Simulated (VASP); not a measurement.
Set up this calculation in VASP 6.6.1, as the native input.

```yaml
Task: single point
Functional: PBEsol
Potentials_or_basis: VASP PAW PBE potentials, release 64 (Cd, Se)
Cutoff: 520 eV
k_mesh: 7 × 7 × 4
Occupations: fermi-dirac, width 0.05 eV
Spin: no spin polarisation
Dipole_correction: no
Further_INCAR_settings: ALGO = Normal; EDIFF = 1e-06; NBANDS = 26
```

The structure of CdSe (Cadmoselite) lies in POSCAR:

```
CdSe
1.0
    4.3018898719      0.0000000000      0.0000000000
   -2.1509449359      3.7255459133      0.0000000000
    0.0000000000      0.0000000000      7.0220741643
Cd Se
2 2
Direct
    0.6666666667      0.3333333333      0.5046798637
    0.3333333333      0.6666666667      0.0046798637
    0.6666666667      0.3333333333      0.8803201363
    0.3333333333      0.6666666667      0.3803201363
```

One way to write it, as run:

INCAR

```
ALGO = Normal
EDIFF = 1E-6
ENCUT = 520
GGA = PS
ISIF = 2
ISMEAR = -1
LASPH = True
LCHARG = False
LREAL = False
LWAVE = False
NBANDS = 26
NELM = 100
PREC = Accurate
SIGMA = 0.05
```

KPOINTS

```
k-points
0
Gamma
  7 7 4
```

Potentials or basis: VASP PAW PBE potentials, release 64 (Cd, Se).

The run is started by

```bash
$ cat potpaw_PBE.64/Cd/POTCAR potpaw_PBE.64/Se/POTCAR > POTCAR
$ mpirun -np 1 vasp_std > vasp.out
```

Results of the run:

```yaml
Pressure: 0.3 GPa
Band_gap_on_the_k_mesh: 0.54 eV, direct
```

Caveat: the PAW data sets were made with another functional, which shifts forces and pressure a little.

Wall time 45 s on 1 thread of Intel(R) Xeon(R) Platinum 8259CL CPU @ 2.50GHz (Skylake/Cascade Lake), on a shared host, peak memory 0.25 GiB.
